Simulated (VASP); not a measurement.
# TiAl (P4/mmm) in VASP: notebook

TiAl is run at these levels: PBEsol; tasks: single point.

All numbers are computed with VASP 6.6.1; they aren't measurements. Logs are shortened: lines on timing, memory, paths and dates and some standing lists are left out, and cuts for length are marked.

## Step 1: The cell of the first run

The structure is tetragonal, space group P4/mmm (No. 123). Conventional cell: a = 2.795 Å, b = 2.795 Å, c = 4.162 Å, α = 90.00°, β = 90.00°, γ = 90.00°. Ti (site symmetry 4/mmm) has 4 Ti at 2.79 Å and 8 Al at 2.87 Å within 3.7 Å. Al (site symmetry 4/mmm) has 4 Al at 2.79 Å and 8 Ti at 2.87 Å within 3.7 Å.

## Step 2: Single point, PBEsol (strain along c alone, the other axes held: +3.0 %)

Contents of INCAR:

```
  PREC = Accurate
  ENCUT = 520
  EDIFF = 1E-6
  ISMEAR = 0
  SIGMA = 0.1
  LREAL = F
  LASPH = T
  NELM = 80
  ALGO = Normal
  ISIF = 2
  LWAVE = F
  LCHARG = F
  GGA = PS
  NBANDS = 14
```

Contents of KPOINTS:

```
Automatic mesh
0
Gamma
  16 16 10
```

Contents of POSCAR:

```
TiAl
1.0
    2.7946360629      0.0000000000      0.0000000000
    0.0000000000      2.7946360629      0.0000000000
    0.0000000000      0.0000000000      4.1623712791
Ti Al
1 1
Direct
    0.5000000000      0.5000000000      0.5000000000
    0.0000000000      0.0000000000      0.0000000000
```

Potentials or basis: VASP PAW PBE potentials, release 64 (Ti_sv, Al).

The run is started by

```sh
$ cat potpaw_PBE.64/Ti_sv/POTCAR potpaw_PBE.64/Al/POTCAR > POTCAR
$ mpirun -np 1 vasp_std > vasp.out
```

OUTCAR:

```text
PREC = Accurate
   ENCUT = 520
   EDIFF = 1E-6
   ISMEAR = 0
   LREAL = F
   LASPH = T
   NELM = 80
   ISIF = 2
   GGA = PS

 ion  position               nearest neighbor table
   1  0.500  0.500  0.500-   2 2.87   2 2.87   2 2.87   2 2.87   2 2.87   2 2.87   2 2.87   2 2.87

   2  0.000  0.000  0.000-   1 2.87   1 2.87   1 2.87   1 2.87   1 2.87   1 2.87   1 2.87   1 2.87

  LATTYP: Found a simple tetragonal cell.
 ALAT       =     2.7946360629
 C/A-ratio  =     1.4894144301

  Lattice vectors:

 A1 = (   2.7946360629,   0.0000000000,   0.0000000000)
 A2 = (   0.0000000000,   2.7946360629,   0.0000000000)
 A3 = (   0.0000000000,   0.0000000000,   4.1623712791)

Analysis of symmetry for initial positions (statically):
=====================================================================
 Subroutine PRICEL returns:
 Original cell was already a primitive cell.

 Routine SETGRP: Setting up the symmetry group for a
 simple tetragonal supercell.

 Subroutine GETGRP returns: Found 16 space group operations
 (whereof 16 operations were pure point group operations)
 out of a pool of 16 trial point group operations.

The static configuration has the point symmetry D_4h.

Analysis of symmetry for dynamics (positions and initial velocities):
=====================================================================
 Subroutine PRICEL returns:
 Original cell was already a primitive cell.

 Routine SETGRP: Setting up the symmetry group for a
 simple tetragonal supercell.

 Subroutine GETGRP returns: Found 16 space group operations
 (whereof 16 operations were pure point group operations)
 out of a pool of 16 trial point group operations.

The dynamic configuration has the point symmetry D_4h.

 Subroutine INISYM returns: Found 16 space group operations
 (whereof 16 operations are pure point group operations),
 and found     1 'primitive' translations

----------------------------------------------------------------------------------------

                                     Primitive cell

  volume of cell :      32.5081

  direct lattice vectors                    reciprocal lattice vectors
     2.794636063  0.000000000  0.000000000     0.357828346  0.000000000  0.000000000
     0.000000000  2.794636063  0.000000000     0.000000000  0.357828346  0.000000000
     0.000000000  0.000000000  4.162371279     0.000000000  0.000000000  0.240247670

  length of vectors
     2.794636063  2.794636063  4.162371279     0.357828346  0.357828346  0.240247670

  position of ions in fractional coordinates (direct lattice)
     0.500000000  0.500000000  0.500000000
     0.000000000  0.000000000  0.000000000
[... 84 lines left out ...]
   ISYM   =      2    0-nonsym 1-usesym 2-fastsym
   POTIM  = 0.5000    time-step for ionic-motion
   TEBEG  =    0.0;   TEEND  =   0.0 temperature during run
   PSTRESS=    0.0 pullay stress
   NELECT =      15.0000    total number of electrons
   NUPDOWN=      -1.0000    fix difference up-down
   EMIN   =  10.00;   EMAX   =-10.00  energy-range for DOS
   EFERMI =   0.00;   METHOD = LEGACY
   ISMEAR =     0;   SIGMA  =   0.10  broadening in eV -4-tet -1-fermi 0-gaus
   EFERMI_NEDOS =   21; number of points for ismear=-14 and -15
   IALGO  =     38    algorithm
   IMIX   =      4    mixing-type and parameters
     AMIX     =   0.40;   BMIX     =  1.00
     AMIX_MAG =   1.60;   BMIX_MAG =  1.00
  volume/ion in A,a.u.               =      16.25       109.69
  Fermi-wavevector in a.u.,A,eV,Ry     =   1.265051  2.390600 21.774149  1.600355
  Thomas-Fermi vector in A             =   2.398325
   LORBIT       =      0    0 simple, 1 ext, 2 COOP (PROOUT), +10 PAW based schemes
   GGA     = PS    functional components
   LHFCALC =     F    Hartree Fock is set to
   AEXX    =    0.0000 exact exchange contribution
   IVDW    =     0    specifies the selected vdW correction
   LEPSILON=     F    determine dielectric tensor
   LRPA    =     F    only Hartree local field effects (RPA)
 non-spin polarized calculation
 Gauss-broadening in eV      SIGMA  =   0.10
  energy-cutoff  :      520.00
  volume of cell :       32.51
 maximum number of plane-waves:       899
 NGX is ok and might be reduce to    24
   NGX = 11   NGY = 11   NGZ = 15

 number of electron      14.9999997 magnetization

 Free energy of the ion-electron system (eV)
  ---------------------------------------------------
  ext. energy  EPLUGINS =         0.00000000
  ---------------------------------------------------
  free energy    TOTEN  =       -13.23834272 eV

  energy without entropy =      -13.22853499  energy(sigma->0) =      -13.23343886

 E-fermi :   8.2012     XC(G=0): -11.1304

 val. band max:        8.2002340993   @ k =   0.3750   0.3125   0.0000
 cond. band min:       8.2012246786   @ k =   0.3750   0.1250   0.4000
 fundamental gap:      0.0009905794
 Fermi energy:         8.2011869989

 k-point     1 :       0.0000    0.0000    0.0000
  band No.  band energies     occupation
      1     -48.1837      2.00000
      2     -24.6776      2.00000
      3     -24.2101      2.00000
      4     -24.2101      2.00000
      5      -0.8369      2.00000
      6       6.2419      2.00000
      7       7.3682      2.00000
      8       7.5287      2.00000
      9      10.4336      0.00000
     10      10.4336      0.00000
     11      11.5896      0.00000
     12      13.9905      0.00000
     13      16.9216      0.00000
     14      16.9216      0.00000
[... 377 lines left out ...]
      1     -48.1081      2.00000
      2     -24.7245      2.00000
      3     -24.6043      2.00000
      4     -24.2382      2.00000
      5       3.9418      2.00000
      6       4.0247      2.00000
      7       6.5761      2.00000
      8       8.2887      0.21596
      9       9.4256      0.00000
     10      10.0244      0.00000
     11      12.5255      0.00000
     12      14.0214      0.00000
     13      14.1151      0.00000
     14      15.9174      0.00000

 [... further k-points ...]
[... 5 lines left out ...]
  --------------------------------------------------------------------------------------
  -------------------------------------------------------------------------------------
  Total       -0.4894117     -0.4894117     -1.0466904      0.0000000      0.0000000      0.0000000
  in kB      -24.1209069    -24.1209069    -51.5866693      0.0000000      0.0000000      0.0000000
  external PRESSURE =     -33.2761610 kB  Pullay stress =       0.0000000 kB

 VOLUME and BASIS-vectors are now :
 -----------------------------------------------------------------------------
  energy-cutoff  :      520.00
  volume of cell :       32.51
      direct lattice vectors                 reciprocal lattice vectors
     2.794636063  0.000000000  0.000000000     0.357828346  0.000000000  0.000000000
     0.000000000  2.794636063  0.000000000     0.000000000  0.357828346  0.000000000
     0.000000000  0.000000000  4.162371279     0.000000000  0.000000000  0.240247670

 POSITION                                       TOTAL-FORCE (eV/Angst)
 -----------------------------------------------------------------------------------
      1.39732      1.39732      2.08119         0.000000      0.000000      0.000000
      0.00000      0.00000      0.00000         0.000000      0.000000      0.000000
 -----------------------------------------------------------------------------------
    total drift:                                0.000000      0.000000     -0.000000

  FREE ENERGIE OF THE ION-ELECTRON SYSTEM (eV)
  ---------------------------------------------------
  free  energy   TOTEN  =       -13.2383427221 eV

  energy  without entropy=      -13.2285349896  energy(sigma->0) =      -13.23343886
```

OSZICAR:

```text
N       E                     dE             d eps       ncg     rms          rms(c)
DAV:   1     0.109499234433E+03    0.10950E+03   -0.71234E+03  7596   0.107E+03
DAV:   2    -0.493608928717E+01   -0.11444E+03   -0.11010E+03  7854   0.307E+02
DAV:   3    -0.143141358340E+02   -0.93780E+01   -0.91461E+01 13352   0.754E+01
DAV:   4    -0.148980333028E+02   -0.58390E+00   -0.58259E+00  8800   0.150E+01
DAV:   5    -0.149161704311E+02   -0.18137E-01   -0.18133E-01 10904   0.262E+00    0.993E+00
DAV:   6    -0.134555237619E+02    0.14606E+01   -0.57956E+00  8926   0.309E+01    0.351E+00
DAV:   7    -0.132620333270E+02    0.19349E+00   -0.65991E-01  8296   0.975E+00    0.201E+00
DAV:   8    -0.132431029118E+02    0.18930E-01   -0.12928E-01  9078   0.411E+00    0.719E-01
DAV:   9    -0.132401418664E+02    0.29610E-02   -0.36943E-02  8532   0.284E+00    0.386E-01
DAV:  10    -0.132384425919E+02    0.16993E-02   -0.31606E-03  8860   0.747E-01    0.107E-01
DAV:  11    -0.132383616435E+02    0.80948E-04   -0.12012E-03  9706   0.389E-01    0.668E-02
DAV:  12    -0.132383445870E+02    0.17057E-04   -0.73456E-05  8522   0.108E-01    0.235E-02
DAV:  13    -0.132383427162E+02    0.18708E-05   -0.39071E-06  8912   0.176E-02    0.629E-03
DAV:  14    -0.132383427221E+02   -0.58708E-08   -0.66808E-07  4748   0.110E-02
   1 F= -.13238343E+02 E0= -.13233439E+02  d E =-.980773E-02
```

stdout:

```text
POSCAR found type information on POSCAR TiAl
 POSCAR found :  2 types and       2 ions
 scaLAPACK will be used
 -----------------------------------------------------------------------------
|                                                                             |
|                                                                             |
|     You enforced a specific xc type in the INCAR file but a different       |
|     I HOPE YOU KNOW WHAT YOU ARE DOING!                                     |
|                                                                             |
 -----------------------------------------------------------------------------

 LDA part: xc-table for (Slater+PW92), standard interpolation
 POSCAR, INCAR and KPOINTS ok, starting setup
 FFT: planning ... GRIDC
 FFT: planning ... GRID_SOFT
 FFT: planning ... GRID
 WAVECAR not read
 entering main loop
```

Run time: 33 s. Hardware: 1 thread of Intel Xeon 6975P-C (Granite Rapids), shared host; peak memory 0.24 GiB.

What came out:

```yaml
Free_energy: -13.2383 eV
Pressure: -3.3 GPa
```

Stress tensor (GPa, compression positive):
```
-2.41  0.00  0.00
 0.00 -2.41  0.00
 0.00  0.00 -5.16
```

Levels at points of the mesh, in eV from the Fermi level:
```tsv
k point	band 4	band 5	band 6	band 7	band 8	band 9	band 10	band 11	band 12	band 13
(0.00, 0.00, 0.00)	-32.41	-9.04	-1.96	-0.83	-0.67	2.23	2.23	3.39	5.79	8.72
(0.50, 0.00, 0.00)	-32.36	-4.48	-4.44	-1.80	-0.27	1.80	2.60	4.38	4.81	5.14
(0.50, 0.50, 0.00)	-32.75	-3.09	-0.32	-0.32	-0.32	-0.24	-0.24	4.36	4.92	5.94
(0.00, 0.00, 0.50)	-32.41	-7.67	-5.30	-0.70	0.43	1.94	1.94	3.40	8.10	8.97
(0.50, 0.00, 0.50)	-32.36	-4.86	-2.98	-1.19	-1.06	1.23	1.84	2.41	3.60	5.82
(0.50, 0.50, 0.50)	-32.76	-2.50	-2.15	-2.15	1.92	2.08	2.70	4.29	4.29	4.36
```

Caveat: the cell differs from its parent crystal (strain along c alone, the other axes held: +3.0 %); the PAW data sets were made with another functional, which shifts forces and pressure a little.

## Step 3: Single point, PBEsol (strain along c alone, the other axes held: +4.5 %)

Contents of INCAR:

```
SYSTEM = TiAl
PREC = Accurate
ENCUT = 520
EDIFF = 1E-7
ISMEAR = 0
SIGMA = 0.1
LREAL = .False.
LASPH = .True.
NELM = 80
ALGO = Fast
ISIF = 2
LWAVE = .False.
LCHARG = .False.
GGA = PS
NBANDS = 14
```

Contents of KPOINTS:

```
Automatic mesh
0
Gamma
  16 16 10
  0 0 0
```

Edit POSCAR of step 2 so:

```diff
@@ -4,3 +4,3 @@
     0.0000000000      2.7946360629      0.0000000000
-    0.0000000000      0.0000000000      4.1623712791
+    0.0000000000      0.0000000000      4.2229883365
 Ti Al
```

Potentials or basis: VASP PAW PBE potentials, release 64 (Ti_sv, Al).

The run is started by

```sh
$ cat potpaw_PBE.64/Ti_sv/POTCAR potpaw_PBE.64/Al/POTCAR > POTCAR
$ mpirun -np 1 vasp_std > vasp.out
```

OUTCAR:

```text
SYSTEM = TiAl
   PREC = Accurate
   ENCUT = 520
   EDIFF = 1E-7
   ISMEAR = 0
   LREAL = .False.
   LASPH = .True.
   NELM = 80
   ISIF = 2
   GGA = PS

 ion  position               nearest neighbor table
   1  0.500  0.500  0.500-   2 2.89   2 2.89   2 2.89   2 2.89   2 2.89   2 2.89   2 2.89   2 2.89

   2  0.000  0.000  0.000-   1 2.89   1 2.89   1 2.89   1 2.89   1 2.89   1 2.89   1 2.89   1 2.89

  LATTYP: Found a simple tetragonal cell.
 ALAT       =     2.7946360629
 C/A-ratio  =     1.5111049315

  Lattice vectors:

 A1 = (   2.7946360629,   0.0000000000,   0.0000000000)
 A2 = (   0.0000000000,   2.7946360629,   0.0000000000)
 A3 = (   0.0000000000,   0.0000000000,   4.2229883365)

Analysis of symmetry for initial positions (statically):
=====================================================================
 Subroutine PRICEL returns:
 Original cell was already a primitive cell.

 Routine SETGRP: Setting up the symmetry group for a
 simple tetragonal supercell.

 Subroutine GETGRP returns: Found 16 space group operations
 (whereof 16 operations were pure point group operations)
 out of a pool of 16 trial point group operations.

The static configuration has the point symmetry D_4h.

[... 170 lines left out ...]
  band No.  band energies     occupation
      1     -48.3536      2.00000
      2     -24.8459      2.00000
      3     -24.3773      2.00000
      4     -24.3773      2.00000
      5      -0.9327      2.00000
      6       6.0818      2.00000
      7       7.2316      2.00000
      8       7.2385      2.00000
      9      10.2862      0.00000
     10      10.2862      0.00000
     11      11.4346      0.00000
     12      13.5754      0.00000
     13      16.8253      0.00000
     14      16.8253      0.00000
[... 377 lines left out ...]
      1     -48.2783      2.00000
      2     -24.8894      2.00000
      3     -24.7731      2.00000
      4     -24.4053      2.00000
      5       3.8445      2.00000
      6       3.9345      2.00000
      7       6.4173      2.00000
      8       8.1438      0.24394
      9       9.2828      0.00000
     10       9.8636      0.00000
     11      12.3591      0.00000
     12      13.7151      0.00000
     13      13.8429      0.00000
     14      15.6042      0.00000

 [... further k-points ...]
[... 5 lines left out ...]
  --------------------------------------------------------------------------------------
  -------------------------------------------------------------------------------------
  Total       -0.7078838     -0.7078838     -1.5743646      0.0000000     -0.0000000      0.0000000
  in kB      -34.3876251    -34.3876251    -76.4795792      0.0000000     -0.0000000      0.0000000
  external PRESSURE =     -48.4182765 kB  Pullay stress =       0.0000000 kB

 VOLUME and BASIS-vectors are now :
 -----------------------------------------------------------------------------
  energy-cutoff  :      520.00
  volume of cell :       32.98
      direct lattice vectors                 reciprocal lattice vectors
     2.794636063  0.000000000  0.000000000     0.357828346  0.000000000  0.000000000
     0.000000000  2.794636063  0.000000000     0.000000000  0.357828346  0.000000000
     0.000000000  0.000000000  4.222988337     0.000000000  0.000000000  0.236799139

 POSITION                                       TOTAL-FORCE (eV/Angst)
 -----------------------------------------------------------------------------------
      1.39732      1.39732      2.11149         0.000000      0.000000      0.000000
      0.00000      0.00000      0.00000         0.000000      0.000000      0.000000
 -----------------------------------------------------------------------------------
    total drift:                                0.000000      0.000000     -0.000000

  FREE ENERGIE OF THE ION-ELECTRON SYSTEM (eV)
  ---------------------------------------------------
  free  energy   TOTEN  =       -13.2194886430 eV

  energy  without entropy=      -13.2096315992  energy(sigma->0) =      -13.21456012
```

Wall time 86 s (1 thread of Intel Xeon 6975P-C (Granite Rapids), shared host); peak memory 0.25 GiB.

What came out:

```yaml
Free_energy: -13.2195 eV
Pressure: -4.8 GPa
```

Levels at points of the mesh, in eV from the Fermi level:
```tsv
k point	band 5	band 6	band 7	band 8	band 9	band 10	band 11	band 12
(0.00, 0.00, 0.00)	-8.99	-1.98	-0.83	-0.82	2.22	2.22	3.37	5.51
(0.50, 0.00, 0.00)	-4.43	-4.40	-1.82	-0.28	1.81	2.58	4.65	4.77
(0.50, 0.50, 0.00)	-3.02	-0.28	-0.28	-0.26	-0.24	-0.24	4.34	4.77
(0.00, 0.00, 0.50)	-7.70	-5.29	-0.70	0.33	1.96	1.96	3.38	8.13
(0.50, 0.00, 0.50)	-4.82	-2.99	-1.19	-1.05	1.15	1.84	2.42	3.42
(0.50, 0.50, 0.50)	-2.46	-2.08	-2.08	1.90	2.02	2.69	4.28	4.28
```

Caveat: the cell differs from its parent crystal (strain along c alone, the other axes held: +4.5 %); the PAW data sets were made with another functional, which shifts forces and pressure a little.
